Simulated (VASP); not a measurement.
Crystal: BP.

```
CELL_PARAMETERS angstrom
0.00000 2.26010 2.26010
2.26010 0.00000 2.26010
2.26010 2.26010 0.00000
ATOMIC_POSITIONS crystal
B 0.00000 0.00000 0.00000
P 0.25000 0.25000 0.25000
```

Base run:

- Program: VASP 6.6.1
- Functional: r2SCAN
- Potentials or basis: VASP PAW PBE potentials, release 64 (B, P)
- Cutoff: 520 eV
- k mesh: 9 × 9 × 9
- Occupations: fermi-dirac, width 0.05 eV
- Spin: no spin polarisation

Its results: band gap on the k mesh 1.44 eV, indirect (least direct gap 3.66 eV); pressure 1.4 GPa.

**Question.** The run is repeated on the same cell with these changes: functional from r2SCAN to PBEsol; further incar settings from ALGO = Normal; EDIFF = 1e-07; NBANDS = 11 to ALGO = Normal; EDIFF = 1e-06; NBANDS = 11. What comes out?

**Answer.** Band gap on the k mesh 1.13 eV, indirect (least direct gap 3.37 eV); pressure 0.1 GPa.

Caveats: the PAW data sets were made with another functional, which shifts forces and pressure a little.

A k mesh can miss the band edges.
